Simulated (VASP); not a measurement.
A run of VASP 6.6.1:

Contents of INCAR:

```
SYSTEM = Ge
PREC = Accurate ; ENCUT = 520
EDIFF = 1E-6 ; ISMEAR = -1
SIGMA = 0.1 ; LREAL = .FALSE.
LASPH = .TRUE. ; NELM = 150
ALGO = Normal ; ISIF = 2
LWAVE = .FALSE. ; LCHARG = .FALSE.
MAGMOM = 0 0 0 ; LORBIT = 11
LSORBIT = .TRUE. ; GGA_COMPAT = .FALSE.
LORBMOM = .TRUE. ; GGA = PE
NBANDS = 25
```

KPOINTS

```
regular mesh
0
G
  13 13 13
  0 0 0
```

Contents of POSCAR:

```
Ge
1.0
   -1.6907859149      1.6907859149      1.6907859149
    1.6907859149     -1.6907859149      1.6907859149
    1.6907859149      1.6907859149     -1.6907859149
Ge
1
Direct
    0.0000000000      0.0000000000      0.0000000000
```

Potentials or basis: VASP PAW PBE potentials, release 64 (Ge_d).

The run is started by

```console
$ cat potpaw_PBE.64/Ge_d/POTCAR > POTCAR
$ mpirun -np 1 vasp_ncl > vasp.out
```

Hardware: 1 thread of Intel Xeon 8259CL, with other jobs on the host.

How long does it take, and how much memory?

Run time: 120 s on 1 thread of Intel Xeon 8259CL, on a shared host, peak memory 0.22 GiB. Counts: scf iterations 11, k points 84.
